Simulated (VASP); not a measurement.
# Cu in VASP: further runs

The runs below take Cu through single point, with LDA.

Everything below comes from runs of VASP 6.6.1. Logs are shortened: lines on timing, memory, paths and dates and some standing lists are left out, and cuts for length are marked.

**1. The cell of the first run**

The structure is tetragonal, space group I4/mmm (No. 139). Conventional cell: a = 2.886 Å, b = 2.886 Å, c = 2.752 Å, α = 90.00°, β = 90.00°, γ = 90.00°. Cu (site symmetry 4/mmm) has 14 Cu at 2.46 to 2.89 Å within 3.2 Å.

**2. Single point, LDA**

File INCAR:

```
SYSTEM = Cu
PREC = Accurate
ENCUT = 520
EDIFF = 1E-6
ISMEAR = -1
SIGMA = 0.1
LREAL = .FALSE.
LASPH = .TRUE.
NELM = 60
ALGO = Normal
ISIF = 2
LWAVE = .FALSE.
LCHARG = .FALSE.
NBANDS = 12
```

File KPOINTS:

```
regular mesh
0
G
  17 17 17
  0 0 0
```

File POSCAR:

```
Cu
1.0
   -1.4427900000      1.4427900000      1.3760800000
    1.4427900000     -1.4427900000      1.3760800000
    1.4427900000      1.4427900000     -1.3760800000
Cu
1
Direct
    0.0000000000      0.0000000000      0.0000000000
```

Potentials or basis: VASP PAW LDA potentials, release 64 (Cu).

Launch:

```bash
cat potpaw_LDA.64/Cu/POTCAR > POTCAR
mpirun -np 1 vasp_std > vasp.out
```

OUTCAR:

```text
SYSTEM = Cu
   PREC = Accurate
   ENCUT = 520
   EDIFF = 1E-6
   ISMEAR = -1
   LREAL = .FALSE.
   LASPH = .TRUE.
   NELM = 60
   ISIF = 2

 ion  position               nearest neighbor table
   1  0.000  0.000  0.000-

  LATTYP: Found a body centered tetragonal cell.
 ALAT       =     2.8855800000
 C/A-ratio  =     0.9537631949

  Lattice vectors:

 A1 = (  -1.4427900000,   1.4427900000,   1.3760800000)
 A2 = (   1.4427900000,  -1.4427900000,   1.3760800000)
 A3 = (   1.4427900000,   1.4427900000,  -1.3760800000)

Analysis of symmetry for initial positions (statically):
=====================================================================
 Subroutine PRICEL returns:
 Original cell was already a primitive cell.

 Routine SETGRP: Setting up the symmetry group for a
 body centered tetragonal supercell.

 Subroutine GETGRP returns: Found 16 space group operations
 (whereof 16 operations were pure point group operations)
 out of a pool of 16 trial point group operations.

The static configuration has the point symmetry D_4h.

Analysis of symmetry for dynamics (positions and initial velocities):
=====================================================================
 Subroutine PRICEL returns:
 Original cell was already a primitive cell.

 Routine SETGRP: Setting up the symmetry group for a
 body centered tetragonal supercell.

 Subroutine GETGRP returns: Found 16 space group operations
 (whereof 16 operations were pure point group operations)
 out of a pool of 16 trial point group operations.

The dynamic configuration has the point symmetry D_4h.

 Subroutine INISYM returns: Found 16 space group operations
 (whereof 16 operations are pure point group operations),
 and found     1 'primitive' translations

----------------------------------------------------------------------------------------

                                     Primitive cell

  volume of cell :      11.4580

  direct lattice vectors                    reciprocal lattice vectors
    -1.442790000  1.442790000  1.376080000     0.000000000  0.346550780  0.363350968
     1.442790000 -1.442790000  1.376080000     0.346550780  0.000000000  0.363350968
     1.442790000  1.442790000 -1.376080000     0.346550780  0.346550780  0.000000000

  length of vectors
     2.461073370  2.461073370  2.461073370     0.502116888  0.502116888  0.490096813

  position of ions in fractional coordinates (direct lattice)
     0.000000000  0.000000000  0.000000000

  ion indices of the primitive-cell ions
[... 75 lines left out ...]
   LREAL  =      F    real-space projection
   EDIFFG = 0.1E-04   stopping-criterion for IOM
   NSW    =      0    number of steps for IOM
   IBRION =     -1    ionic relax: 0-MD 1-quasi-New 2-CG
   NFREE  =      0    steps in history (QN), initial steepest desc. (CG)
   ISIF   =      2    stress and relaxation
   ISYM   =      2    0-nonsym 1-usesym 2-fastsym
   POTIM  = 0.5000    time-step for ionic-motion
   TEBEG  =    0.0;   TEEND  =   0.0 temperature during run
   PSTRESS=    0.0 pullay stress
   NELECT =      11.0000    total number of electrons
   NUPDOWN=      -1.0000    fix difference up-down
   EMIN   =  10.00;   EMAX   =-10.00  energy-range for DOS
   EFERMI =   0.00;   METHOD = LEGACY
   ISMEAR =    -1;   SIGMA  =   0.10  broadening in eV -4-tet -1-fermi 0-gaus
   EFERMI_NEDOS =   21; number of points for ismear=-14 and -15
   IALGO  =     38    algorithm
   IMIX   =      4    mixing-type and parameters
     AMIX     =   0.40;   BMIX     =  1.00
     AMIX_MAG =   1.60;   BMIX_MAG =  1.00
  volume/ion in A,a.u.               =      11.46        77.32
  Fermi-wavevector in a.u.,A,eV,Ry     =   1.614987  3.051883 35.486493  2.608184
  Thomas-Fermi vector in A             =   2.709807
   LORBIT       =      0    0 simple, 1 ext, 2 COOP (PROOUT), +10 PAW based schemes
   GGA     = CA    functional components
   LHFCALC =     F    Hartree Fock is set to
   AEXX    =    0.0000 exact exchange contribution
   IVDW    =     0    specifies the selected vdW correction
   LEPSILON=     F    determine dielectric tensor
   LRPA    =     F    only Hartree local field effects (RPA)
 non-spin polarized calculation
  energy-cutoff  :      520.00
  volume of cell :       11.46
 maximum number of plane-waves:       325
   NGX =  9   NGY =  9   NGZ =  9

 number of electron      10.9999998 magnetization

 Free energy of the ion-electron system (eV)
  ---------------------------------------------------
  ext. energy  EPLUGINS =         0.00000000
  ---------------------------------------------------
  free energy    TOTEN  =        -4.66551768 eV

  energy without entropy =       -4.65716954  energy(sigma->0) =       -4.66134361

 E-fermi :   7.6945     XC(G=0): -13.2813

 val. band max:        7.6750791918   @ k =  -0.2353   0.4118   0.1765
 cond. band min:       7.6950164110   @ k =  -0.1176  -0.4118   0.0588
 fundamental gap:      0.0199372192
 Fermi energy:         7.6945434865

 k-point     1 :       0.0000    0.0000    0.0000
  band No.  band energies     occupation
      1      -1.8511      2.00000
      2       4.3539      2.00000
      3       4.5516      2.00000
      4       4.5516      2.00000
      5       5.4409      2.00000
      6       5.6521      2.00000
      7      32.6570      0.00000
      8      32.6570      0.00000
      9      33.9128      0.00000
     10      36.4424      0.00000
     11      36.4424      0.00000
     12      36.7368      0.00000
[... 331 lines left out ...]
 k-point    24 :      -0.1176    0.0588   -0.0000
  band No.  band energies     occupation
      1      -1.4507      2.00000
      2       4.3468      2.00000
      3       4.5069      2.00000
      4       4.6855      2.00000
      5       5.3898      2.00000
      6       5.6335      2.00000
      7      29.4691      0.00000
      8      31.0081      0.00000
      9      32.7800      0.00000
     10      33.4453      0.00000
     11      35.2203      0.00000
     12      36.1155      0.00000

 [... further k-points ...]
[... 5 lines left out ...]
  --------------------------------------------------------------------------------------
  -------------------------------------------------------------------------------------
  Total       -0.4862569     -0.4862569     -0.5154797      0.0000000      0.0000000      0.0000000
  in kB      -67.9933443    -67.9933443    -72.0795813      0.0000000      0.0000000      0.0000000
  external PRESSURE =     -69.3554233 kB  Pullay stress =       0.0000000 kB

 VOLUME and BASIS-vectors are now :
 -----------------------------------------------------------------------------
  energy-cutoff  :      520.00
  volume of cell :       11.46
      direct lattice vectors                 reciprocal lattice vectors
    -1.442790000  1.442790000  1.376080000     0.000000000  0.346550780  0.363350968
     1.442790000 -1.442790000  1.376080000     0.346550780  0.000000000  0.363350968
     1.442790000  1.442790000 -1.376080000     0.346550780  0.346550780  0.000000000

 POSITION                                       TOTAL-FORCE (eV/Angst)
 -----------------------------------------------------------------------------------
      0.00000      0.00000      0.00000         0.000000      0.000000      0.000000
 -----------------------------------------------------------------------------------
    total drift:                                0.000000     -0.000000      0.000000

  FREE ENERGIE OF THE ION-ELECTRON SYSTEM (eV)
  ---------------------------------------------------
  free  energy   TOTEN  =        -4.6655176790 eV

  energy  without entropy=       -4.6571695425  energy(sigma->0) =       -4.66134361
```

stdout:

```text
POSCAR found type information on POSCAR Cu
 POSCAR found :  1 types and       1 ions
 scaLAPACK will be used
 LDA part: xc-table for (Slater(with rela. corr.)+CA(PZ))
 , standard interpolation
 POSCAR, INCAR and KPOINTS ok, starting setup
 FFT: planning ... GRIDC
 FFT: planning ... GRID_SOFT
 FFT: planning ... GRID
 WAVECAR not read
 entering main loop
```

Run time: 73 s. Hardware: 1 thread of AMD EPYC, shared host; peak memory 0.12 GiB.

What came out:

```yaml
Free_energy: -4.6655 eV
Pressure: -6.9 GPa
```

Levels at points of the mesh, in eV from the Fermi level:
| k point | band 3 | band 4 | band 5 | band 6 | band 7 | band 8 | band 9 | band 10 |
| --- | --- | --- | --- | --- | --- | --- | --- | --- |
| (0.00, 0.00, 0.00) | -3.14 | -3.14 | -2.25 | -2.04 | 24.96 | 24.96 | 26.22 | 28.75 |

**3. Single point, LDA**

File INCAR:

```
PREC = Accurate
ENCUT = 520
EDIFF = 1E-6
ISMEAR = -1
SIGMA = 0.1
LREAL = F
LASPH = T
NELM = 80
ALGO = Normal
ISIF = 2
LWAVE = F
LCHARG = F
NBANDS = 12
```

File KPOINTS:

```
Automatic mesh
0
Gamma
  17 17 17
```

File POSCAR:

```
Cu
1.0
   -1.4709787000      1.4434571000      1.3760800000
    1.4434571000     -1.4709787000      1.3760800000
    1.4421229000      1.4421229000     -1.4049358000
Cu
1
Direct
    0.0000000000      0.0000000000      0.0000000000
```

Potentials or basis: VASP PAW LDA potentials, release 64 (Cu).

Launch:

```bash
cat potpaw_LDA.64/Cu/POTCAR > POTCAR
mpirun -np 1 vasp_std > vasp.out
```

OUTCAR:

```text
PREC = Accurate
   ENCUT = 520
   EDIFF = 1E-6
   ISMEAR = -1
   LREAL = F
   LASPH = T
   NELM = 80
   ISIF = 2

 ion  position               nearest neighbor table
   1  0.000  0.000  0.000-

  Warning from LATTYP: Got some problem with cell dimensions!
  Tried to take original basis but could not verify dimensions!
  LATTYP: Found a base centered monoclinic cell.
 ALAT       =     2.7524352022
 B/A-ratio  =     1.4974501967
 C/A-ratio  =     0.8762744421
 COS(beta)  =    -0.5467915429

  Lattice vectors:

 A1 = (   1.4709787000,  -1.4434571000,  -1.3760800000)
 A2 = (  -1.4434571000,   1.4709787000,  -1.3760800000)
 A3 = (   1.4146013000,   1.4146013000,   1.3472242000)

Analysis of symmetry for initial positions (statically):
=====================================================================
 Subroutine PRICEL returns:
 Original cell was already a primitive cell.

 Routine SETGRP: Setting up the symmetry group for a
 base centered monoclinic supercell.

 Subroutine GETGRP returns: Found  4 space group operations
 (whereof  4 operations were pure point group operations)
 out of a pool of  4 trial point group operations.

[... 162 lines left out ...]
 cond. band min:       7.7098436089   @ k =  -0.0588   0.1765   0.3529
 fundamental gap:      0.0072480372
 Fermi energy:         7.7052301646

 k-point     1 :       0.0000    0.0000    0.0000
  band No.  band energies     occupation
      1      -1.8491      2.00000
      2       4.3012      2.00000
      3       4.5321      2.00000
      4       4.6173      2.00000
      5       5.4517      2.00000
      6       5.6614      2.00000
      7      32.1732      0.00000
      8      33.0181      0.00000
      9      33.7873      0.00000
     10      36.2710      0.00000
     11      36.3942      0.00000
     12      36.4466      0.00000
[... 331 lines left out ...]
 k-point    24 :      -0.1176    0.0588    0.0000
  band No.  band energies     occupation
      1      -1.4513      2.00000
      2       4.3168      2.00000
      3       4.4743      2.00000
      4       4.7394      2.00000
      5       5.4034      2.00000
      6       5.6427      2.00000
      7      28.9997      0.00000
      8      31.3455      0.00000
      9      32.9658      0.00000
     10      33.2254      0.00000
     11      35.0058      0.00000
     12      36.6383      0.00000

 [... further k-points ...]
[... 5 lines left out ...]
  --------------------------------------------------------------------------------------
  -------------------------------------------------------------------------------------
  Total       -0.4667721     -0.4667721     -0.5008480      0.1819947      0.1618065      0.1618065
  in kB      -65.2885086    -65.2885086    -70.0547837     25.4560211     22.6322553     22.6322557
  external PRESSURE =     -66.8772669 kB  Pullay stress =       0.0000000 kB

 VOLUME and BASIS-vectors are now :
 -----------------------------------------------------------------------------
  energy-cutoff  :      520.00
  volume of cell :       11.45
      direct lattice vectors                 reciprocal lattice vectors
    -1.470978700  1.443457100  1.376080000     0.007172174  0.350291758  0.366925607
     1.443457100 -1.470978700  1.376080000     0.350291758  0.007172174  0.366925607
     1.442122900  1.442122900 -1.404935800     0.350122025  0.350122025  0.007002440

 POSITION                                       TOTAL-FORCE (eV/Angst)
 -----------------------------------------------------------------------------------
      0.00000      0.00000      0.00000        -0.000000     -0.000000      0.000000
 -----------------------------------------------------------------------------------
    total drift:                                0.000000     -0.000000      0.000000

  FREE ENERGIE OF THE ION-ELECTRON SYSTEM (eV)
  ---------------------------------------------------
  free  energy   TOTEN  =        -4.6606785762 eV

  energy  without entropy=       -4.6522646824  energy(sigma->0) =       -4.65647163
```

Wall time 3.7 min (1 thread of AMD EPYC, shared host); peak memory 0.23 GiB.

What came out:

```yaml
Free_energy: -4.6607 eV
Pressure: -6.7 GPa
```

**4. Single point, LDA**

File INCAR:

```
ALGO = Normal
EDIFF = 1E-7
ENCUT = 520
GGA = CA
ISIF = 2
ISMEAR = -1
LASPH = True
LCHARG = False
LREAL = False
LWAVE = False
NBANDS = 12
NELM = 80
PREC = Accurate
SIGMA = 0.1
```

File KPOINTS:

```
k-points
0
Gamma
  17 17 17
```

File POSCAR:

```
Cu
1.0
   -1.4568843500      1.4431235500      1.3760800000
    1.4431235500     -1.4568843500      1.3760800000
    1.4424564500      1.4424564500     -1.3905079000
Cu
1
Direct
    0.0000000000      0.0000000000      0.0000000000
```

Launch:

```bash
cat potpaw_LDA.64/Cu/POTCAR > POTCAR
mpirun -np 1 vasp_std > vasp.out
```

Run time: 4.5 min. Hardware: 1 thread of AMD EPYC, shared host; peak memory 0.24 GiB.

Results (log left out):

* Free energy: -4.6643 eV
* Pressure: -6.9 GPa

Stress tensor (GPa, compression positive):
```
-6.73  1.23  1.09
 1.23 -6.73  1.09
 1.09  1.09 -7.16
```

Levels at points of the mesh, in eV from the Fermi level:
| k point | band 2 | band 3 | band 4 | band 5 | band 6 | band 7 | band 8 | band 9 | band 10 | band 11 |
| --- | --- | --- | --- | --- | --- | --- | --- | --- | --- | --- |
| (0.00, 0.00, 0.00) | -3.36 | -3.17 | -3.11 | -2.25 | -2.04 | 24.73 | 25.16 | 26.19 | 28.69 | 28.77 |

**5. Single point, LDA**

File INCAR:

```
SYSTEM = Cu
PREC     = Accurate       ! precision mode
ENCUT    = 520            ! plane-wave cutoff, eV
EDIFF    = 1E-7           ! SCF threshold, eV
ISMEAR   = -1             ! smearing method
SIGMA    = 0.1            ! smearing width, eV
LREAL    = .False.        ! projectors in reciprocal space
LASPH    = .True.         ! aspherical terms in the spheres
NELM     = 80             ! most SCF steps
ALGO     = Normal         ! electronic algorithm
ISIF     = 2              ! what is computed and relaxed
LWAVE    = .False.        ! write WAVECAR
LCHARG   = .False.        ! write CHGCAR
GGA      = CA             ! functional
NBANDS   = 12             ! bands
```

File KPOINTS:

```
regular mesh
0
Gamma
  17 17 17
  0 0 0
```

File POSCAR:

```
Cu
1.0
   -1.4286956500      1.4424564500      1.3760800000
    1.4424564500     -1.4286956500      1.3760800000
    1.4431235500      1.4431235500     -1.3616521000
Cu
1
Direct
    0.0000000000      0.0000000000      0.0000000000
```

Launch:

```bash
cat potpaw_LDA.64/Cu/POTCAR > POTCAR
mpirun -np 1 vasp_std > vasp.out
```

Run time: 4.4 min. Hardware: 1 thread of AMD EPYC, shared host; peak memory 0.23 GiB.

It converged, with:

```yaml
Free_energy: -4.6644 eV
Pressure: -6.9 GPa
```

Stress tensor (GPa, compression positive):
```
-6.74 -1.15 -1.01
-1.15 -6.74 -1.01
-1.01 -1.01 -7.16
```

Levels at points of the mesh, in eV from the Fermi level:
```tsv
k point	band 1	band 2	band 3	band 4	band 5	band 6	band 7	band 8	band 9	band 10
(0.00, 0.00, 0.00)	-9.55	-3.35	-3.18	-3.10	-2.25	-2.04	24.74	25.15	26.21	28.55
```

**6. Single point, LDA**

File INCAR:

```
  ALGO = Normal
  EDIFF = 1E-6
  ENCUT = 520
  GGA = CA
  ISIF = 2
  ISMEAR = -1
  LASPH = True
  LCHARG = True
  LELF = True
  LREAL = False
  LVHAR = True
  LWAVE = False
  NBANDS = 12
  NELM = 60
  PREC = Accurate
  SIGMA = 0.1
```

File KPOINTS:

```
k-points
0
Gamma
  17 17 17
```

File POSCAR:

```
Cu
1.0
   -1.4146013000      1.4421229000      1.3760800000
    1.4421229000     -1.4146013000      1.3760800000
    1.4434571000      1.4434571000     -1.3472242000
Cu
1
Direct
    0.0000000000      0.0000000000      0.0000000000
```

Potentials or basis: VASP PAW LDA potentials, release 64 (Cu).

Launch:

```bash
cat potpaw_LDA.64/Cu/POTCAR > POTCAR
mpirun -np 1 vasp_std > vasp.out
```

Wall time 4.9 min (1 thread of AMD EPYC, shared host); peak memory 0.23 GiB.

It converged, with:

| Quantity | Value |
| --- | --- |
| Free energy | -4.6612 eV |
| Pressure | -6.7 GPa |

Stress tensor (GPa, compression positive):
```
-6.55 -2.22 -1.94
-2.22 -6.55 -1.94
-1.94 -1.94 -7.01
```

Levels at points of the mesh, in eV from the Fermi level:
| k point | band 1 | band 2 | band 3 | band 4 | band 5 | band 6 | band 7 | band 8 | band 9 | band 10 |
| --- | --- | --- | --- | --- | --- | --- | --- | --- | --- | --- |
| (0.00, 0.00, 0.00) | -9.55 | -3.38 | -3.22 | -3.06 | -2.25 | -2.04 | 24.49 | 25.23 | 26.24 | 28.25 |

**7. Summary**

```csv
cell,gap on the mesh (eV),pressure (GPa)
"a = 2.461 Å, angles 108.2, 108.2, 112.0°, 1 atom",none,-6.9
"a = 2.478, b = 2.478, c = 2.477 Å, angles 108.8, 108.8, 112.5°, 1 atom",none,-6.7
"a = 2.470, b = 2.470, c = 2.469 Å, angles 108.5, 108.5, 112.3°, 1 atom",none,-6.9
"a = 2.453, b = 2.453, c = 2.453 Å, angles 107.9, 107.9, 111.7°, 1 atom",none,-6.9
"a = 2.444, b = 2.444, c = 2.446 Å, angles 107.7, 107.7, 111.5°, 1 atom",none,-6.7
```

Alike in all rows: task single point; level LDA; potentials or basis VASP PAW LDA potentials, release 64 (Cu); no spin polarisation; k mesh 17 × 17 × 17; cutoff (eV) 520; smearing fermi-dirac 0.1 eV.

Absolute energies hang on the potentials; compare differences alone.
